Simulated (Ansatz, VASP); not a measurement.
# InSb3 in VASP and in Ansatz

The input INCAR:

```
PREC     = Accurate       # precision mode
ENCUT    = 520            # plane-wave cutoff, eV
EDIFF    = 1E-7           # SCF threshold, eV
ISMEAR   = 0              # smearing method
SIGMA    = 0.15           # smearing width, eV
LREAL    = False          # projectors in reciprocal space
LASPH    = True           # aspherical terms in the spheres
NELM     = 100            # most SCF steps
ALGO     = Normal         # electronic algorithm
ISIF     = 2              # what is computed and relaxed
LWAVE    = False          # write WAVECAR
LCHARG   = True           # write CHGCAR
GGA      = PE             # functional
LELF     = True           # ELF
LVHAR    = True         
NBANDS   = 22             # bands
```

KPOINTS

```
regular mesh
0
Gamma
  10 10 10
```

File POSCAR:

```
InSb3
1.0
    4.4485106754      0.0000000000      0.0000000000
    0.0000000000      4.4485106754      0.0000000000
    0.0000000000      0.0000000000      5.3364334063
In Sb
1 3
Direct
    0.0000000000      0.0000000000      0.0000000000
    0.5000000000      0.0000000000      0.5000000000
    0.0000000000      0.5000000000      0.5000000000
    0.5000000000      0.5000000000      0.0000000000
```

Input for Ansatz:

```yaml
crystal:
  lattice:
    - [4.4485106754, 0.0, 0.0]
    - [0.0, 4.4485106754, 0.0]
    - [0.0, 0.0, 5.3364334063]
  atoms:
    - { symbol: In, position: [0.0, 0.0, 0.0] }
    - { symbol: Sb, position: [0.5, 0.0, 0.5] }
    - { symbol: Sb, position: [0.0, 0.5, 0.5] }
    - { symbol: Sb, position: [0.5, 0.5, 0.0] }
basis:
  ecutwfc: 420
kpoints:
  mp_grid: { grid: [10, 10, 10] }
hamiltonian:
  xc: pbe
  pseudopotentials: { kind: paw, azcp: { folder: soft_1 } }
scf:
  occupations: { method: gaussian, width: 0.15 }
output:
  forces: true
  stress: true
  eigenvalues: true
```

Alike in both runs: task single point; functional PBE; k mesh 10 × 10 × 10; occupations gaussian, width 0.15 eV; no spin polarisation.

|  | VASP | Ansatz |
| --- | --- | --- |
| version | VASP 6.6.1 | Ansatz 0.2.0 |
| potentials or method | VASP PAW PBE potentials, release 64 (In_d, Sb), cutoff 520 eV | scalar-relativistic, plane waves, PAW |
| valence electrons in the cell | 28 | 58 |

Ansatz gave:

```
gap on the k mesh at the Fermi level (eV)                     : none
pressure (GPa)                                                : 3.4
traceless stress, the component that is largest in VASP (GPa) : -0.74
```

What did VASP give for the same quantities?

gap on the k mesh at the Fermi level (eV): none; pressure (GPa): 3.3; traceless stress, the component that is largest in VASP (GPa): -0.76.

A gap of «none» marks a metal or a gap that the smearing closes. VASP's potentials hold 28 valence electrons a cell and Ansatz's 58, so a difference there can come from the potentials and not from the codes.

Spin-orbit coupling is off throughout.
